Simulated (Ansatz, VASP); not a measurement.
# One calculation of Pt, two programs

Contents of INCAR:

```
SYSTEM = Pt
  PREC = Accurate
  ENCUT = 520
  EDIFF = 1E-7
  ISMEAR = 0
  SIGMA = 0.15
  LREAL = .FALSE.
  LASPH = .TRUE.
  NELM = 80
  ALGO = Fast
  ISIF = 2
  LWAVE = .FALSE.
  LCHARG = .TRUE.
  GGA = CA
  LELF = .TRUE.
  LVHAR = .TRUE.
  NBANDS = 17
```

The input KPOINTS:

```
Automatic mesh
0
G
  18 18 10
  0 0 0
```

The input POSCAR:

```
Pt
1.0
    2.7081940711      0.0000000000      0.0000000000
   -1.3540970355      2.3453648639      0.0000000000
    0.0000000000      0.0000000000      4.6773974959
Pt
2
Direct
    0.6213081714      0.3129953464      0.7500000000
    0.3786918286      0.6870046536      0.2500000000
```

Input for Ansatz:

```yaml
crystal:
  lattice:
    - [2.7081940711, 0.0, 0.0]
    - [-1.3540970355, 2.3453648639, 0.0]
    - [0.0, 0.0, 4.6773974959]
  atoms:
    - { symbol: Pt, position: [0.6213081714, 0.3129953464, 0.75] }
    - { symbol: Pt, position: [0.3786918286, 0.6870046536, 0.25] }
basis:
  ecutwfc: 420
kpoints:
  mp_grid: { grid: [18, 18, 10] }
hamiltonian:
  xc: lda
scf:
  occupations: { method: gaussian, width: 0.15 }
output:
  forces: true
  stress: true
  eigenvalues: true
```

Change from the starting cell: mode 1 frozen in at -0.095 Å and mode 2 at -0.048 Å (largest displacements).

Alike in both runs: task single point; functional LDA; k mesh 18 × 18 × 10; occupations gaussian, width 0.15 eV; no spin polarisation.

```csv
,VASP,Ansatz
version,VASP 6.6.1,Ansatz 0.2.0
potentials or method,"VASP PAW LDA potentials, release 64 (Pt), cutoff 520 eV","scalar-relativistic, plane waves, PAW"
valence electrons in the cell,20,36
```

Ansatz gave:

| Quantity | Value |
| --- | --- |
| gap on the k mesh at the Fermi level (eV) | none |
| pressure (GPa) | 0.3 |
| traceless stress, the component that is largest in VASP (GPa) | -0.29 |
| rms of the force components (eV/Å) | 0.079 |

Q: Which values does VASP return?

A: gap on the k mesh at the Fermi level (eV): none; pressure (GPa): 1.1; traceless stress, the component that is largest in VASP (GPa): -0.11; rms of the force components (eV/Å): 0.074.

LDA's correlation is that of Perdew and Zunger in VASP and of Perdew and Wang (1992) in Ansatz. Atom by atom the forces differ by 0.005 eV/Å (rms over components). A gap of «none» marks a metal or a gap that the smearing closes. VASP's potentials hold 20 valence electrons a cell and Ansatz's 36, so a difference there can come from the potentials and not from the codes.

Spin-orbit coupling is off throughout.
